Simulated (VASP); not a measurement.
# Na (P6_3/mmc) in VASP: further runs

The runs below take Na through single point, with PBEsol.

Program: VASP 6.6.1. These are calculated values, not measurements. Logs are shortened: lines on timing, memory, paths and dates and some standing lists are left out, and cuts for length are marked.

## Step 1: The cell of the first run

It takes space group P6_3/mmc (No. 194, hexagonal). The conventional cell has a = 3.861 Å, b = 3.861 Å, c = 6.000 Å, α = 90.00°, β = 90.00°, γ = 120.00°. Na (site symmetry -6m2) has 12 Na at 3.74 to 3.86 Å within 4.9 Å.

## Step 2: Single point, PBEsol (strain +0.025 along x and y, -0.025 along z)

INCAR

```
SYSTEM = Na
  ALGO = Normal
  EDIFF = 1E-6
  ENCUT = 520
  GGA = PS
  ISIF = 2
  ISMEAR = 0
  LASPH = .True.
  LCHARG = .True.
  LELF = .True.
  LREAL = .False.
  LVHAR = .True.
  LWAVE = .False.
  NBANDS = 14
  NELM = 80
  PREC = Accurate
  SIGMA = 0.15
```

KPOINTS

```
k-points
0
Gamma
  12 12 8
  0 0 0
```

POSCAR

```
Na
1.0
    3.8611760225      0.0000000000      0.0000000000
   -1.9305880113      3.3438765240      0.0000000000
    0.0000000000      0.0000000000      6.0001500000
Na
2
Direct
    0.3333333333      0.6666666667      0.2500000000
    0.6666666667      0.3333333333      0.7500000000
```

Potentials or basis: VASP PAW PBE potentials, release 64 (Na_pv).

Run with:

```bash
$ cat potpaw_PBE.64/Na_pv/POTCAR > POTCAR
$ mpirun -np 1 vasp_std > vasp.out
```

OUTCAR:

```text
SYSTEM = Na
   EDIFF = 1E-6
   ENCUT = 520
   GGA = PS
   ISIF = 2
   ISMEAR = 0
   LASPH = .True.
   LREAL = .False.
   NELM = 80
   PREC = Accurate

 ion  position               nearest neighbor table
   1  0.333  0.667  0.250-
   2  0.667  0.333  0.750-

  LATTYP: Found a hexagonal cell.
 ALAT       =     3.8611760225
 C/A-ratio  =     1.5539695588

  Lattice vectors:

 A1 = (   3.8611760225,   0.0000000000,   0.0000000000)
 A2 = (  -1.9305880113,   3.3438765240,   0.0000000000)
 A3 = (   0.0000000000,   0.0000000000,   6.0001500000)

Analysis of symmetry for initial positions (statically):
=====================================================================
 Subroutine PRICEL returns:
 Original cell was already a primitive cell.

 Routine SETGRP: Setting up the symmetry group for a
 hexagonal supercell.

 Subroutine GETGRP returns: Found 24 space group operations
 (whereof 12 operations were pure point group operations)
 out of a pool of 24 trial point group operations.

The static configuration has the point symmetry D_3d.
 The point group associated with its full space group is D_6h.

Analysis of symmetry for dynamics (positions and initial velocities):
=====================================================================
 Subroutine PRICEL returns:
 Original cell was already a primitive cell.

 Routine SETGRP: Setting up the symmetry group for a
 hexagonal supercell.

 Subroutine GETGRP returns: Found 24 space group operations
 (whereof 12 operations were pure point group operations)
 out of a pool of 24 trial point group operations.

The dynamic configuration has the point symmetry D_3d.
 The point group associated with its full space group is D_6h.

 Subroutine INISYM returns: Found 24 space group operations
 (whereof 12 operations are pure point group operations),
 and found     1 'primitive' translations

----------------------------------------------------------------------------------------

                                     Primitive cell

  volume of cell :      77.4697

  direct lattice vectors                    reciprocal lattice vectors
     3.861176023  0.000000000  0.000000000     0.258988452  0.149527052  0.000000000
    -1.930588011  3.343876524  0.000000000     0.000000000  0.299054105  0.000000000
     0.000000000  0.000000000  6.000150000     0.000000000  0.000000000  0.166662500

  length of vectors
[... 85 lines left out ...]
   NSW    =      0    number of steps for IOM
   IBRION =     -1    ionic relax: 0-MD 1-quasi-New 2-CG
   NFREE  =      0    steps in history (QN), initial steepest desc. (CG)
   ISIF   =      2    stress and relaxation
   ISYM   =      2    0-nonsym 1-usesym 2-fastsym
   POTIM  = 0.5000    time-step for ionic-motion
   TEBEG  =    0.0;   TEEND  =   0.0 temperature during run
   PSTRESS=    0.0 pullay stress
   NELECT =      14.0000    total number of electrons
   NUPDOWN=      -1.0000    fix difference up-down
   EMIN   =  10.00;   EMAX   =-10.00  energy-range for DOS
   EFERMI =   0.00;   METHOD = LEGACY
   ISMEAR =     0;   SIGMA  =   0.15  broadening in eV -4-tet -1-fermi 0-gaus
   EFERMI_NEDOS =   21; number of points for ismear=-14 and -15
   IALGO  =     38    algorithm
   IMIX   =      4    mixing-type and parameters
     AMIX     =   0.40;   BMIX     =  1.00
     AMIX_MAG =   1.60;   BMIX_MAG =  1.00
  volume/ion in A,a.u.               =      38.73       261.40
  Fermi-wavevector in a.u.,A,eV,Ry     =   0.925565  1.749064 11.655707  0.856670
  Thomas-Fermi vector in A             =   2.051433
   LORBIT       =      0    0 simple, 1 ext, 2 COOP (PROOUT), +10 PAW based schemes
   GGA     = PS    functional components
   LHFCALC =     F    Hartree Fock is set to
   AEXX    =    0.0000 exact exchange contribution
   IVDW    =     0    specifies the selected vdW correction
   LEPSILON=     F    determine dielectric tensor
   LRPA    =     F    only Hartree local field effects (RPA)
 non-spin polarized calculation
 Gauss-broadening in eV      SIGMA  =   0.15
  energy-cutoff  :      520.00
  volume of cell :       77.47
 maximum number of plane-waves:      2106
 NGX is ok and might be reduce to    30
   NGX = 15   NGY = 15   NGZ = 23

 number of electron      13.9999989 magnetization

 Free energy of the ion-electron system (eV)
  ---------------------------------------------------
  ext. energy  EPLUGINS =         0.00000000
  ---------------------------------------------------
  free energy    TOTEN  =        -2.79842453 eV

  energy without entropy =       -2.78979472  energy(sigma->0) =       -2.79410962

 E-fermi :   0.1819     XC(G=0):  -6.3859

 val. band max:        0.1613446964   @ k =   0.4167   0.0833   0.2500
 cond. band min:       0.1936224901   @ k =   0.2500  -0.0000   0.2500
 fundamental gap:      0.0322777937
 Fermi energy:         0.1818812695

 k-point     1 :       0.0000    0.0000    0.0000
  band No.  band energies     occupation
      1     -24.6699      2.00000
      2     -24.6403      2.00000
      3     -24.6403      2.00000
      4     -24.6357      2.00000
      5     -24.6347      2.00000
      6     -24.6347      2.00000
      7      -3.0031      2.00000
      8       0.9502      0.00000
      9       1.4054      0.00000
     10       9.5256      0.00000
     11       9.5256      0.00000
     12       9.7854      0.00000
     13       9.7854      0.00000
     14      10.2846      0.00000
[... 377 lines left out ...]
      1     -24.6614      2.00000
      2     -24.6532      2.00000
      3     -24.6504      2.00000
      4     -24.6448      2.00000
      5     -24.6406      2.00000
      6     -24.6373      2.00000
      7      -1.4153      2.00000
      8       1.6074      0.00000
      9       2.8976      0.00000
     10       3.8609      0.00000
     11       5.8163      0.00000
     12       7.1376      0.00000
     13       7.2278      0.00000
     14       8.8237      0.00000

 [... further k-points ...]
[... 5 lines left out ...]
  --------------------------------------------------------------------------------------
  -------------------------------------------------------------------------------------
  Total       -0.2654609     -0.2654609     -0.0593525      0.0000000      0.0000000     -0.0000000
  in kB       -5.4900864     -5.4900864     -1.2274892      0.0000000      0.0000000     -0.0000000
  external PRESSURE =      -4.0692207 kB  Pullay stress =       0.0000000 kB

 VOLUME and BASIS-vectors are now :
 -----------------------------------------------------------------------------
  energy-cutoff  :      520.00
  volume of cell :       77.47
      direct lattice vectors                 reciprocal lattice vectors
     3.861176023  0.000000000  0.000000000     0.258988452  0.149527052  0.000000000
    -1.930588011  3.343876524  0.000000000     0.000000000  0.299054105  0.000000000
     0.000000000  0.000000000  6.000150000     0.000000000  0.000000000  0.166662500

 POSITION                                       TOTAL-FORCE (eV/Angst)
 -----------------------------------------------------------------------------------
     -0.00000      2.22925      1.50004        -0.000000      0.000000     -0.000000
      1.93059      1.11463      4.50011         0.000000     -0.000000      0.000000
 -----------------------------------------------------------------------------------
    total drift:                               -0.000000      0.000000      0.000000

  FREE ENERGIE OF THE ION-ELECTRON SYSTEM (eV)
  ---------------------------------------------------
  free  energy   TOTEN  =        -2.7984245255 eV

  energy  without entropy=       -2.7897947208  energy(sigma->0) =       -2.79410962
```

OSZICAR:

```text
N       E                     dE             d eps       ncg     rms          rms(c)
DAV:   1     0.994599319239E+02    0.99460E+02   -0.75617E+03  2660   0.946E+02
DAV:   2     0.121716831487E+01   -0.98243E+02   -0.97256E+02  2774   0.273E+02
DAV:   3    -0.274523734203E+01   -0.39624E+01   -0.39581E+01  3404   0.633E+01
DAV:   4    -0.280114291147E+01   -0.55906E-01   -0.55904E-01  2996   0.804E+00
DAV:   5    -0.280240070405E+01   -0.12578E-02   -0.12578E-02  3374   0.124E+00    0.324E-01
DAV:   6    -0.279934288061E+01    0.30578E-02   -0.47350E-03  3254   0.106E+00    0.198E-01
DAV:   7    -0.279851530976E+01    0.82757E-03   -0.43217E-03  3338   0.875E-01    0.652E-02
DAV:   8    -0.279842386711E+01    0.91443E-04   -0.47506E-04  3380   0.387E-01    0.412E-03
DAV:   9    -0.279842452551E+01   -0.65840E-06   -0.51443E-06  3014   0.281E-02
   1 F= -.27984245E+01 E0= -.27941096E+01  d E =-.862980E-02
```

Run time: 29 s. Hardware: 1 thread of Intel Xeon 6975P-C (Granite Rapids), shared host; peak memory 0.23 GiB.

Results:

* Free energy: -2.7984 eV
* Pressure: -0.4 GPa
* Band gap on the k mesh: zero (band 7 reaches 2.12 eV, above the bottom of band 8 at -1.93 eV)

Stress tensor (GPa, compression positive):
```
-0.55  0.00  0.00
 0.00 -0.55  0.00
 0.00  0.00 -0.12
```

Levels at points of the mesh, in eV from the Fermi level:
| k point | band 5 | band 6 | band 7 | band 8 | band 9 | band 10 |
| --- | --- | --- | --- | --- | --- | --- |
| (0.00, 0.00, 0.00) | -24.82 | -24.82 | -3.18 | 0.77 | 1.22 | 9.34 |
| (0.50, 0.00, 0.00) | -24.83 | -24.82 | 0.14 | 0.22 | 3.87 | 3.90 |
| (0.00, 0.00, 0.50) | -24.82 | -24.82 | -2.12 | -2.12 | 5.93 | 5.93 |
| (0.50, 0.00, 0.50) | -24.82 | -24.82 | 0.99 | 0.99 | 1.44 | 1.44 |

Caveat: the cell differs from its parent crystal (strain +0.025 along x and y, -0.025 along z); the PAW data sets were made with another functional, which shifts forces and pressure a little.

## Step 3: Single point, PBEsol (strain +0.050 along x and y, -0.050 along z)

INCAR

```
SYSTEM = Na
  PREC = Accurate
  ENCUT = 520
  EDIFF = 1E-7
  ISMEAR = 0
  SIGMA = 0.15
  LREAL = .False.
  LASPH = .True.
  NELM = 80
  ALGO = Fast
  ISIF = 2
  LWAVE = .False.
  LCHARG = .False.
  GGA = PS
  NBANDS = 14
```

KPOINTS

```
regular mesh
0
Gamma
  12 12 8
  0 0 0
```

POSCAR

```
Na
1.0
    3.9553510475      0.0000000000      0.0000000000
   -1.9776755237      3.4254344880      0.0000000000
    0.0000000000      0.0000000000      5.8463000000
Na
2
Direct
    0.3333333333      0.6666666667      0.2500000000
    0.6666666667      0.3333333333      0.7500000000
```

Potentials or basis: VASP PAW PBE potentials, release 64 (Na_pv).

Run with:

```bash
$ cat potpaw_PBE.64/Na_pv/POTCAR > POTCAR
$ mpirun -np 1 vasp_std > vasp.out
```

OUTCAR:

```text
SYSTEM = Na
   PREC = Accurate
   ENCUT = 520
   EDIFF = 1E-7
   ISMEAR = 0
   LREAL = .False.
   LASPH = .True.
   NELM = 80
   ISIF = 2
   GGA = PS

 ion  position               nearest neighbor table
   1  0.333  0.667  0.250-
   2  0.667  0.333  0.750-

  LATTYP: Found a hexagonal cell.
 ALAT       =     3.9553510475
 C/A-ratio  =     1.4780736096

  Lattice vectors:

 A1 = (   3.9553510475,   0.0000000000,   0.0000000000)
 A2 = (  -1.9776755237,   3.4254344880,   0.0000000000)
[... 587 lines left out ...]
      8       1.6771      0.00000
      9       2.6803      0.00000
     10       3.9885      0.00000
     11       5.6785      0.00000
     12       6.6375      0.00000
     13       6.9854      0.00000
     14       8.6231      0.00000

 [... further k-points ...]
[... 5 lines left out ...]
  --------------------------------------------------------------------------------------
  -------------------------------------------------------------------------------------
  Total       -0.4127441     -0.4127441      0.0466762     -0.0000000     -0.0000000      0.0000000
  in kB       -8.3485225     -8.3485225      0.9441140     -0.0000000     -0.0000000      0.0000000
  external PRESSURE =      -5.2509770 kB  Pullay stress =       0.0000000 kB

 VOLUME and BASIS-vectors are now :
 -----------------------------------------------------------------------------
  energy-cutoff  :      520.00
  volume of cell :       79.21
      direct lattice vectors                 reciprocal lattice vectors
     3.955351048  0.000000000  0.000000000     0.252822060  0.145966884  0.000000000
    -1.977675524  3.425434488  0.000000000     0.000000000  0.291933769  0.000000000
     0.000000000  0.000000000  5.846300000     0.000000000  0.000000000  0.171048355

 POSITION                                       TOTAL-FORCE (eV/Angst)
 -----------------------------------------------------------------------------------
     -0.00000      2.28362      1.46158        -0.000000      0.000000      0.000000
      1.97768      1.14181      4.38473         0.000000     -0.000000     -0.000000
 -----------------------------------------------------------------------------------
    total drift:                               -0.000000      0.000000      0.000000

  FREE ENERGIE OF THE ION-ELECTRON SYSTEM (eV)
  ---------------------------------------------------
  free  energy   TOTEN  =        -2.7819941747 eV

  energy  without entropy=       -2.7732160678  energy(sigma->0) =       -2.77760512
```

It took 58 s on 1 thread of Intel Xeon 6975P-C (Granite Rapids), shared host; peak memory 0.23 GiB.

Results:

```yaml
Free_energy: -2.7820 eV
Pressure: -0.5 GPa
Band_gap_on_the_k_mesh: zero (band 7 reaches 1.96 eV, above the bottom of band 8 at -1.89 eV)
```

Caveat: the cell differs from its parent crystal (strain +0.050 along x and y, -0.050 along z); the PAW data sets were made with another functional, which shifts forces and pressure a little.

## Step 4: Single point, PBEsol (strain +0.000 along x and y, +0.050 along z)

INCAR

```
SYSTEM = Na
PREC = Accurate ; ENCUT = 520
EDIFF = 1E-6 ; ISMEAR = 0
SIGMA = 0.15 ; LREAL = .False.
LASPH = .True. ; NELM = 100
ALGO = Fast ; ISIF = 2
LWAVE = .False. ; LCHARG = .True.
GGA = PS ; LELF = .True.
LVHAR = .True. ; NBANDS = 14
```

KPOINTS is that of step 3.

POSCAR

```
Na
1.0
    3.7670009976      0.0000000000      0.0000000000
   -1.8835004988      3.2623185600      0.0000000000
    0.0000000000      0.0000000000      6.4617000000
Na
2
Direct
    0.3333333333      0.6666666667      0.2500000000
    0.6666666667      0.3333333333      0.7500000000
```

Run with:

```bash
$ cat potpaw_PBE.64/Na_pv/POTCAR > POTCAR
$ mpirun -np 1 vasp_std > vasp.out
```

Wall time 41 s (1 thread of Intel Xeon 6975P-C (Granite Rapids), shared host); peak memory 0.22 GiB.

Results (log left out):

```yaml
Free_energy: -2.7889 eV
Pressure: -0.6 GPa
Band_gap_on_the_k_mesh: zero (band 7 reaches 2.20 eV, above the bottom of band 8 at -2.10 eV)
```

Stress tensor (GPa, compression positive):
```
-0.40  0.00  0.00
 0.00 -0.40  0.00
 0.00  0.00 -1.03
```

Levels at points of the mesh, in eV from the Fermi level:
| k point | band 3 | band 4 | band 5 | band 6 | band 7 | band 8 | band 9 | band 10 | band 11 | band 12 |
| --- | --- | --- | --- | --- | --- | --- | --- | --- | --- | --- |
| (0.00, 0.00, 0.00) | -24.83 | -24.83 | -24.83 | -24.83 | -3.13 | 0.35 | 0.62 | 9.87 | 10.00 | 10.00 |
| (0.50, 0.00, 0.00) | -24.84 | -24.84 | -24.84 | -24.84 | 0.34 | 0.46 | 3.65 | 3.66 | 3.97 | 4.30 |
| (0.00, 0.00, 0.50) | -24.83 | -24.83 | -24.83 | -24.83 | -2.21 | -2.21 | 4.80 | 4.80 | 10.53 | 10.53 |
| (0.50, 0.00, 0.50) | -24.84 | -24.84 | -24.84 | -24.84 | 1.07 | 1.07 | 1.53 | 1.53 | 7.38 | 7.38 |

Caveat: the cell differs from its parent crystal (strain +0.000 along x and y, +0.050 along z); the PAW data sets were made with another functional, which shifts forces and pressure a little.

## Step 5: Single point, PBEsol (strain +0.025 along x and y, +0.000 along z)

INCAR

```
PREC = Accurate
ENCUT = 520
EDIFF = 1E-6
ISMEAR = 0
SIGMA = 0.15
LREAL = F
LASPH = T
NELM = 100
ALGO = Normal
ISIF = 2
LWAVE = F
LCHARG = F
GGA = PS
NBANDS = 14
```

KPOINTS

```
Automatic mesh
0
Gamma
  12 12 8
```

POSCAR

```
Na
1.0
    3.8611760225      0.0000000000      0.0000000000
   -1.9305880113      3.3438765240      0.0000000000
    0.0000000000      0.0000000000      6.1540000000
Na
2
Direct
    0.3333333333      0.6666666667      0.2500000000
    0.6666666667      0.3333333333      0.7500000000
```

Run with:

```bash
$ cat potpaw_PBE.64/Na_pv/POTCAR > POTCAR
$ mpirun -np 1 vasp_std > vasp.out
```

Run time: 35 s. Hardware: 1 thread of Intel Xeon 6975P-C (Granite Rapids), shared host; peak memory 0.22 GiB.

Results (log left out):

| Property | Result |
| --- | --- |
| Free energy | -2.7945 eV |
| Pressure | -0.6 GPa |
| Band gap on the k mesh | zero (band 7 reaches 2.06 eV, above the bottom of band 8 at -2.00 eV) |

Stress tensor (GPa, compression positive):
```
-0.61  0.00  0.00
 0.00 -0.61  0.00
 0.00  0.00 -0.46
```

Levels at points of the mesh, in eV from the Fermi level:
| k point | band 3 | band 4 | band 5 | band 6 | band 7 | band 8 | band 9 | band 10 | band 11 | band 12 |
| --- | --- | --- | --- | --- | --- | --- | --- | --- | --- | --- |
| (0.00, 0.00, 0.00) | -24.84 | -24.83 | -24.83 | -24.83 | -3.13 | 0.65 | 1.05 | 9.41 | 9.41 | 9.67 |
| (0.50, 0.00, 0.00) | -24.85 | -24.84 | -24.84 | -24.84 | 0.20 | 0.28 | 3.76 | 3.80 | 4.25 | 4.45 |
| (0.00, 0.00, 0.50) | -24.83 | -24.83 | -24.83 | -24.83 | -2.11 | -2.11 | 5.56 | 5.56 | 10.01 | 10.01 |
| (0.50, 0.00, 0.50) | -24.84 | -24.84 | -24.84 | -24.84 | 1.00 | 1.00 | 1.44 | 1.44 | 7.42 | 7.42 |

Caveat: the cell differs from its parent crystal (strain +0.025 along x and y, +0.000 along z); the PAW data sets were made with another functional, which shifts forces and pressure a little.

## Step 6: Single point, PBEsol (strain +0.050 along x and y, -0.025 along z)

Changes to INCAR since step 5:

```diff
@@ -7,4 +7,4 @@
 LASPH = T
-NELM = 100
-ALGO = Normal
+NELM = 80
+ALGO = Fast
 ISIF = 2
```

KPOINTS

```
regular mesh
0
Gamma
  12 12 8
```

POSCAR

```
Na
1.0
    3.9553510475      0.0000000000      0.0000000000
   -1.9776755237      3.4254344880      0.0000000000
    0.0000000000      0.0000000000      6.0001500000
Na
2
Direct
    0.3333333333      0.6666666667      0.2500000000
    0.6666666667      0.3333333333      0.7500000000
```

Potentials or basis: VASP PAW PBE potentials, release 64 (Na_pv).

Run with:

```bash
$ cat potpaw_PBE.64/Na_pv/POTCAR > POTCAR
$ mpirun -np 1 vasp_std > vasp.out
```

Wall time 46 s (1 thread of Intel Xeon 6975P-C (Granite Rapids), shared host); peak memory 0.23 GiB.

The run converged. Its results:

```yaml
Free_energy: -2.7807 eV
Pressure: -0.7 GPa
Band_gap_on_the_k_mesh: zero (band 7 reaches 1.90 eV, above the bottom of band 8 at -1.96 eV)
```

Stress tensor (GPa, compression positive):
```
-0.93  0.00  0.00
 0.00 -0.93  0.00
 0.00  0.00 -0.30
```

Levels at points of the mesh, in eV from the Fermi level:
| k point | band 4 | band 5 | band 6 | band 7 | band 8 | band 9 | band 10 | band 11 |
| --- | --- | --- | --- | --- | --- | --- | --- | --- |
| (0.00, 0.00, 0.00) | -24.87 | -24.86 | -24.86 | -3.09 | 0.86 | 1.31 | 8.91 | 8.91 |
| (0.50, 0.00, 0.00) | -24.87 | -24.87 | -24.87 | 0.10 | 0.14 | 3.81 | 3.88 | 4.39 |
| (0.00, 0.00, 0.50) | -24.87 | -24.87 | -24.87 | -2.02 | -2.02 | 6.02 | 6.02 | 9.55 |
| (0.50, 0.00, 0.50) | -24.87 | -24.87 | -24.87 | 0.95 | 0.95 | 1.36 | 1.36 | 7.11 |

Caveat: the cell differs from its parent crystal (strain +0.050 along x and y, -0.025 along z); the PAW data sets were made with another functional, which shifts forces and pressure a little.

## Step 7: Summary

| cell | gap on the mesh (eV) | pressure (GPa) |
| --- | --- | --- |
| a = 3.861, b = 3.861, c = 6.000 Å, angles 90.0, 90.0, 120.0°, 2 atoms | none | -0.4 |
| a = 3.955, b = 3.955, c = 5.846 Å, angles 90.0, 90.0, 120.0°, 2 atoms | none | -0.5 |
| a = 3.767, b = 3.767, c = 6.462 Å, angles 90.0, 90.0, 120.0°, 2 atoms | none | -0.6 |
| a = 3.861, b = 3.861, c = 6.154 Å, angles 90.0, 90.0, 120.0°, 2 atoms | none | -0.6 |
| a = 3.955, b = 3.955, c = 6.000 Å, angles 90.0, 90.0, 120.0°, 2 atoms | none | -0.7 |

Alike in all rows: task single point; level PBEsol; potentials or basis VASP PAW PBE potentials, release 64 (Na_pv); no spin polarisation; k mesh 12 × 12 × 8; cutoff (eV) 520; smearing gaussian 0.15 eV.

Caveats: the PAW data sets were made with another functional, which shifts forces and pressure a little.

Total energies depend on the potentials used, so only differences within one code and one set of settings carry meaning.
